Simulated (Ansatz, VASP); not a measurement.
WS2 in VASP and in Ansatz

```
S W
1.0
     3.15955    0.00000    0.00000
    -1.57977    2.73625    0.00000
     0.00000    0.00000   23.80426
S W
4 2
Direct
  0.33333 0.66667 0.18904
  0.33333 0.66667 0.32146
  0.50000 0.00000 0.45757
  0.50000 0.00000 0.58999
  0.66667 0.33333 0.25525
  0.16667 0.33333 0.52378
```

Alike in both runs: task single point; functional PBE; dispersion D3(BJ); k mesh 9 × 9 × 1; occupations gaussian, width 0.05 eV; no spin polarisation.

|  | VASP | Ansatz |
| --- | --- | --- |
| version | VASP 6.6.1 | Ansatz 0.2.0 |
| potentials or method | VASP PAW PBE potentials, release 64 (S, W_sv), cutoff 520 eV | scalar-relativistic, plane waves, PAW |
| valence electrons in the cell | 52 | 52 |

```csv
,VASP,Ansatz,Ansatz less VASP
gap on the k mesh at the Fermi level (eV),1.62,1.61,-0.010
least direct gap on the mesh (eV),1.90,1.90,-0.003
rms of the force components (eV/Å),0.029,0.030,+0.0006
```

Neither program's run includes spin-orbit coupling.
